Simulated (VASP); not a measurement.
# Cd3O2 (R3m) in VASP: single point with PBE

Aim: the single point of Cd3O2 with PBE.

Program: VASP 6.6.1. These are calculated values, not measurements. Logs are shortened: lines on timing, memory, paths and dates and some standing lists are left out, and cuts for length are marked.

### 1 The cell of the first run

The structure is trigonal, space group R3m (No. 160). Conventional cell: a = 5.962 Å, b = 5.962 Å, c = 9.981 Å, α = 90.00°, β = 90.00°, γ = 120.00°. Within 3.0 Å of Cd (site symmetry m) lie 3 O at 2.23 to 2.49 Å and 2 Cd at 2.87 Å. O (site symmetry 3m) has 6 Cd at 2.31 to 2.49 Å and 1 O at 2.81 Å within 3.1 Å. Within 3.0 Å of O (site symmetry 3m) lie 3 Cd at 2.23 Å and 1 O at 2.81 Å.

### 2 Single point, PBE

INCAR reads:

```
PREC = Accurate
ENCUT = 600
EDIFF = 1E-6
ISMEAR = 0
SIGMA = 0.2
LREAL = F
LASPH = T
NELM = 120
ALGO = Normal
ISIF = 2
LWAVE = F
LCHARG = T
GGA = PE
LELF = T
LVHAR = T
NBANDS = 32
GGA_COMPAT = F
```

KPOINTS reads:

```
regular mesh
0
Gamma
  4 4 4
```

POSCAR reads:

```
Cd3O2
1.0
    2.9811614775      1.7211743834      3.3268487792
   -2.9811614775      1.7211743834      3.3268487792
    0.0000000000     -3.4423487613      3.3268487821
Cd O
3 2
Direct
    0.1414256214      0.6598956617      0.1414256214
    0.1414256214      0.1414256214      0.6598956617
    0.6598956617      0.1414256214      0.1414256214
    0.1665653488      0.1665653488      0.1665653488
    0.4485446167      0.4485446167      0.4485446167
```

Potentials or basis: VASP PAW PBE potentials, release 64 (Cd, O).

Launch:

```console
> cat potpaw_PBE.64/Cd/POTCAR potpaw_PBE.64/O/POTCAR > POTCAR
> mpirun -np 1 vasp_std > vasp.out
```

OUTCAR:

```text
PREC = Accurate
   ENCUT = 600
   EDIFF = 1E-6
   ISMEAR = 0
   LREAL = F
   LASPH = T
   NELM = 120
   ISIF = 2
   GGA = PE

 ion  position               nearest neighbor table
   1  0.141  0.660  0.141-   5 2.23   4 2.31   4 2.49   3 2.87   2 2.87   3 3.09   2 3.09   3 3.75
                             3 3.75   2 3.75   2 3.75
   2  0.141  0.141  0.660-   5 2.23   4 2.31   4 2.49   1 2.87   3 2.87   1 3.09   3 3.09   3 3.75
                             1 3.75   1 3.75   3 3.75
   3  0.660  0.141  0.141-   5 2.23   4 2.31   4 2.49   1 2.87   2 2.87   1 3.09   2 3.09   1 3.75
                             1 3.75   2 3.75   2 3.75
   4  0.167  0.167  0.167-   1 2.31   3 2.31   2 2.31   1 2.49   3 2.49   2 2.49
   5  0.449  0.449  0.449-   1 2.23   3 2.23   2 2.23

  LATTYP: Found a trigonal (rhomboedric) cell.
 ALAT       =     4.7872421928
 COS(alpha) =     0.2244135772

  Lattice vectors:

 A1 = (   2.9811614775,   1.7211743834,   3.3268487792)
 A2 = (  -2.9811614775,   1.7211743834,   3.3268487792)
 A3 = (   0.0000000000,  -3.4423487613,   3.3268487821)

Analysis of symmetry for initial positions (statically):
=====================================================================
 Subroutine PRICEL returns:
 Original cell was already a primitive cell.

 Routine SETGRP: Setting up the symmetry group for a
 trigonal (rhombohedral) supercell.

 Subroutine GETGRP returns: Found  6 space group operations
 (whereof  6 operations were pure point group operations)
 out of a pool of 12 trial point group operations.

The static configuration has the point symmetry C_3v.

Analysis of symmetry for dynamics (positions and initial velocities):
=====================================================================
 Subroutine PRICEL returns:
 Original cell was already a primitive cell.

 Routine SETGRP: Setting up the symmetry group for a
 trigonal (rhombohedral) supercell.

 Subroutine GETGRP returns: Found  6 space group operations
 (whereof  6 operations were pure point group operations)
 out of a pool of 12 trial point group operations.

The dynamic configuration has the point symmetry C_3v.

 Subroutine INISYM returns: Found  6 space group operations
 (whereof  6 operations are pure point group operations),
 and found     1 'primitive' translations

----------------------------------------------------------------------------------------

                                     Primitive cell

  volume of cell :     102.4223

  direct lattice vectors                    reciprocal lattice vectors
     2.981161478  1.721174383  3.326848779     0.167719865  0.096833109  0.100194916
    -2.981161478  1.721174383  3.326848779    -0.167719865  0.096833109  0.100194916
     0.000000000 -3.442348761  3.326848782     0.000000000 -0.193666218  0.100194916

  length of vectors
     4.787242193  4.787242193  4.787242193     0.218049593  0.218049593  0.218049593

  position of ions in fractional coordinates (direct lattice)
     0.141425621  0.659895662  0.141425621
     0.141425621  0.141425621  0.659895662
     0.659895662  0.141425621  0.141425621
     0.166565349  0.166565349  0.166565349
     0.448544617  0.448544617  0.448544617

  ion indices of the primitive-cell ions
   primitive index   ion index
                 1           1
                 2           2
                 3           3
                 4           4
                 5           5

----------------------------------------------------------------------------------------

 KPOINTS: regular mesh

Automatic generation of k-mesh.
 Grid dimensions read from file:
 generate k-points for:    4    4    4

 Generating k-lattice:

  Cartesian coordinates                     Fractional coordinates (reciprocal lattice)
     0.041929966  0.024208277  0.025048729     0.250000000  0.000000000  0.000000000
    -0.041929966  0.024208277  0.025048729     0.000000000  0.250000000  0.000000000
     0.000000000 -0.048416555  0.025048729    -0.000000000 -0.000000000  0.250000000

  Length of vectors
     0.054512398  0.054512398  0.054512398

  Shift w.r.t. Gamma in fractional coordinates (k-lattice)
     0.000000000  0.000000000  0.000000000

 Subroutine IBZKPT returns following result:
 ===========================================

 Found     13 irreducible k-points:

 Following reciprocal coordinates:
            Coordinates               Weight
  0.000000  0.000000  0.000000      1.000000
  0.250000  0.000000  0.000000      6.000000
  0.500000  0.000000  0.000000      3.000000
  0.250000  0.250000  0.000000      6.000000
  0.500000  0.250000  0.000000     12.000000
 -0.250000  0.250000  0.000000      6.000000
  0.500000  0.500000  0.000000      3.000000
  0.250000  0.250000  0.250000      2.000000
  0.500000  0.250000  0.250000      6.000000
 -0.250000  0.250000  0.250000      6.000000
  0.500000  0.500000  0.250000      6.000000
 -0.250000  0.500000  0.250000      6.000000
  0.500000  0.500000  0.500000      1.000000
   k-points           NKPTS =     13   k-points in BZ     NKDIM =     13   number of bands    NBANDS=     32
   number of dos      NEDOS =    301   number of ions     NIONS =      5
   total plane-waves  NPLWV =  64000
   dimension x,y,z NGX =    40 NGY =   40 NGZ =   40
   dimension x,y,z NGXF=    80 NGYF=   80 NGZF=   80
   ions per type =               3   2
   NGX,Y,Z   is equivalent  to a cutoff of  13.89, 13.89, 13.89 a.u.
   NGXF,Y,Z  is equivalent  to a cutoff of  27.78, 27.78, 27.78 a.u.
 SYSTEM =  unknown system
   PREC   = accura    normal or accurate (medium, high low for compatibility)
   ISTART =      0    job   : 0-new  1-cont  2-samecut
   ICHARG =      2    charge: 1-file 2-atom 10-const
   ISPIN  =      1    spin polarized calculation?
   LNONCOLLINEAR =      F non collinear calculations
   LSORBIT =      F    spin-orbit coupling
   LASPH  =      T    aspherical Exc in radial PAW
   ENCUT  =  600.0 eV  44.10 Ry    6.64 a.u.   9.56  9.56  9.56*2*pi/ulx,y,z
   NELM   =    120;   NELMIN=  2; NELMDL= -5     # of ELM steps
   EDIFF  = 0.1E-05   stopping-criterion for ELM
   LREAL  =      F    real-space projection
   EDIFFG = 0.1E-04   stopping-criterion for IOM
   NSW    =      0    number of steps for IOM
   IBRION =     -1    ionic relax: 0-MD 1-quasi-New 2-CG
   NFREE  =      0    steps in history (QN), initial steepest desc. (CG)
   ISIF   =      2    stress and relaxation
   ISYM   =      2    0-nonsym 1-usesym 2-fastsym
   POTIM  = 0.5000    time-step for ionic-motion
   TEBEG  =    0.0;   TEEND  =   0.0 temperature during run
   PSTRESS=    0.0 pullay stress
   NELECT =      48.0000    total number of electrons
   NUPDOWN=      -1.0000    fix difference up-down
   EMIN   =  10.00;   EMAX   =-10.00  energy-range for DOS
   EFERMI =   0.00;   METHOD = LEGACY
   ISMEAR =     0;   SIGMA  =   0.20  broadening in eV -4-tet -1-fermi 0-gaus
   EFERMI_NEDOS =   21; number of points for ismear=-14 and -15
   IALGO  =     38    algorithm
   IMIX   =      4    mixing-type and parameters
     AMIX     =   0.40;   BMIX     =  1.00
     AMIX_MAG =   1.60;   BMIX_MAG =  1.00
  volume/ion in A,a.u.               =      20.48       138.24
  Fermi-wavevector in a.u.,A,eV,Ry     =   1.271619  2.403012 22.000824  1.617015
  Thomas-Fermi vector in A             =   2.404542
   LORBIT       =      0    0 simple, 1 ext, 2 COOP (PROOUT), +10 PAW based schemes
   GGA     = PE    functional components
   LHFCALC =     F    Hartree Fock is set to
   AEXX    =    0.0000 exact exchange contribution
   IVDW    =     0    specifies the selected vdW correction
   LEPSILON=     F    determine dielectric tensor
   LRPA    =     F    only Hartree local field effects (RPA)
 non-spin polarized calculation
 Gauss-broadening in eV      SIGMA  =   0.20
  energy-cutoff  :      600.00
  volume of cell :      102.42
 maximum number of plane-waves:      3439
 NGX is ok and might be reduce to    40
   NGX = 19   NGY = 19   NGZ = 19

 number of electron      48.0000004 magnetization

 Free energy of the ion-electron system (eV)
  ---------------------------------------------------
  ext. energy  EPLUGINS =         0.00000000
  ---------------------------------------------------
  free energy    TOTEN  =       -14.19577253 eV

  energy without entropy =      -14.19459944  energy(sigma->0) =      -14.19518598

 E-fermi :   1.3464     XC(G=0):  -9.4594

 val. band max:        0.9984650325   @ k =   0.5000   0.5000   0.5000
 cond. band min:       1.6476044521   @ k =   0.5000   0.0000   0.0000
 fundamental gap:      0.6491394197
 Fermi energy:         1.3463950130

 k-point     1 :       0.0000    0.0000    0.0000
  band No.  band energies     occupation
      1     -16.8980      2.00000
      2     -15.9373      2.00000
      3      -8.0051      2.00000
      4      -7.9029      2.00000
      5      -7.9029      2.00000
      6      -7.4960      2.00000
[... 24 lines left out ...]
     31       8.5825      0.00000
     32       8.6975      0.00000

 k-point     2 :       0.2500    0.0000    0.0000
  band No.  band energies     occupation
      1     -16.8440      2.00000
      2     -15.9425      2.00000
      3      -7.9286      2.00000
      4      -7.8306      2.00000
      5      -7.7434      2.00000
      6      -7.4796      2.00000
[... 24 lines left out ...]
     31       8.3411      0.00000
     32       9.4118      0.00000
[... 348 lines left out ...]
     31       9.3372      0.00000
     32       9.5331      0.00000

 k-point    13 :       0.5000    0.5000    0.5000
  band No.  band energies     occupation
      1     -16.5793      2.00000
      2     -15.9767      2.00000
      3      -8.3818      2.00000
      4      -7.9215      2.00000
      5      -7.9215      2.00000
      6      -7.5856      2.00000
[... 24 lines left out ...]
     31       8.8129      0.00000
     32      10.4429      0.00000

------------------------ aborting loop because EDIFF is reached ----------------------------------------

  FORCE on cell =-STRESS in cart. coord.  units (eV):
  Direction    XX          YY          ZZ          XY          YZ          ZX
  --------------------------------------------------------------------------------------
  -------------------------------------------------------------------------------------
  Total        0.4112526      0.4112526      0.5807278      0.0000000      0.0000000      0.0000000
  in kB        6.4331628      6.4331628      9.0842385      0.0000000      0.0000000      0.0000000
  external PRESSURE =       7.3168547 kB  Pullay stress =       0.0000000 kB

 VOLUME and BASIS-vectors are now :
 -----------------------------------------------------------------------------
  energy-cutoff  :      600.00
  volume of cell :      102.42
      direct lattice vectors                 reciprocal lattice vectors
     2.981161478  1.721174383  3.326848779     0.167719865  0.096833109  0.100194916
    -2.981161478  1.721174383  3.326848779    -0.167719865  0.096833109  0.100194916
     0.000000000 -3.442348761  3.326848782     0.000000000 -0.193666218  0.100194916

 POSITION                                       TOTAL-FORCE (eV/Angst)
 -----------------------------------------------------------------------------------
     -1.54564      0.89238      3.13638        -0.066267      0.038259     -0.025556
      0.00000     -1.78475      3.13638         0.000000     -0.076518     -0.025556
      1.54564      0.89238      3.13638         0.066267      0.038259     -0.025556
      0.00000      0.00000      1.66241         0.000000     -0.000000     -0.090689
      0.00000      0.00000      4.47672         0.000000      0.000000      0.167357
 -----------------------------------------------------------------------------------
    total drift:                               -0.000000     -0.000000     -0.000004

  FREE ENERGIE OF THE ION-ELECTRON SYSTEM (eV)
  ---------------------------------------------------
  free  energy   TOTEN  =       -14.1957725272 eV

  energy  without entropy=      -14.1945994397  energy(sigma->0) =      -14.19518598
```

Run time: 32 s. Hardware: 1 thread of Intel Xeon 6975P-C (Granite Rapids), shared host; peak memory 0.25 GiB.

What came out:

* Free energy: -14.1958 eV
* Pressure: 0.7 GPa
* Largest force: 0.167 eV/Å
* Band gap on the k mesh: 0.65 eV, indirect (least direct gap 1.35 eV)

Forces in eV/Å, atoms in the order of the input:
```
Cd  -0.066  0.038 -0.026
Cd   0.000 -0.077 -0.026
Cd   0.066  0.038 -0.026
O    0.000  0.000 -0.091
O    0.000  0.000  0.167
```

Levels at points of the mesh, in eV from the valence-band top:
```tsv
k point	band 21	band 22	band 23	band 24	band 25	band 26	band 27	band 28
(0.00, 0.00, 0.00)	-3.54	-2.40	-2.40	-1.70	2.69	2.69	3.65	3.65
(0.50, 0.00, 0.00)	-3.00	-2.38	-1.61	-0.90	0.65	1.90	4.61	5.57
(0.50, 0.50, 0.00)	-3.08	-2.06	-1.46	-0.10	1.25	2.39	2.72	4.76
(0.50, 0.50, 0.50)	-1.92	-1.92	-1.74	0.00	1.70	1.70	1.99	4.63
```

A k mesh can miss the band edges.
